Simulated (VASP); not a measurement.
Wanted: the native input for a VASP 6.6.1 run.

```
Task                   : single point
Functional             : BLYP
Dispersion             : D4
Potentials or basis    : VASP PAW PBE potentials, release 64 (Si)
Cutoff                 : 520 eV
k mesh                 : 8 × 8 × 8
Occupations            : fermi-dirac, width 0.05 eV
Spin                   : no spin polarisation
Dipole correction      : no
Further INCAR settings : ALGO = Normal; EDIFF = 1e-06; NBANDS = 11
```

The structure of Si lies in POSCAR:

```
Si
1.0
    0.0000000000      2.7218511865      2.7218511865
    2.7218511865      0.0000000000      2.7218511865
    2.7218511865      2.7218511865      0.0000000000
Si
2
Direct
    0.5000000000      0.5000000000      0.5000000000
    0.7500000000      0.7500000000      0.7500000000
```

One way to write it, as run:

INCAR

```
PREC     = Accurate       # precision mode
ENCUT    = 520            # plane-wave cutoff, eV
EDIFF    = 1E-6           # SCF threshold, eV
ISMEAR   = -1             # smearing method
SIGMA    = 0.05           # smearing width, eV
LREAL    = False          # projectors in reciprocal space
LASPH    = True           # aspherical terms in the spheres
NELM     = 80             # most SCF steps
ALGO     = Normal         # electronic algorithm
ISIF     = 2              # what is computed and relaxed
LWAVE    = False          # write WAVECAR
LCHARG   = False          # write CHGCAR
GGA      = B5             # functional
ALDAX    = 1.0          
AGGAX    = 1.0          
AGGAC    = 1.0          
ALDAC    = 0.0          
IVDW     = 13             # dispersion correction
VDW_S6   = 1.0          
VDW_S8   = 2.34076671   
VDW_A1   = 0.44488865   
VDW_A2   = 4.0933009    
NBANDS   = 11             # bands
```

KPOINTS

```
Automatic mesh
0
Gamma
  8 8 8
```

Potentials or basis: VASP PAW PBE potentials, release 64 (Si).

The run is started by

```console
$ cat potpaw_PBE.64/Si/POTCAR > POTCAR
$ mpirun -np 1 vasp_std > vasp.out
```

Results of the run:

```yaml
Pressure: -0.8 GPa
Band_gap_on_the_k_mesh: 0.85 eV, indirect (least direct gap 2.70 eV)
Dispersion_energy_per_atom: -0.629 eV
```

Caveat: the PAW data sets were made with another functional, which shifts forces and pressure a little.

Run time: 9 s on 1 thread of Intel(R) Xeon(R) 6975P-C (Granite Rapids), with other jobs on the host, peak memory 0.15 GiB.
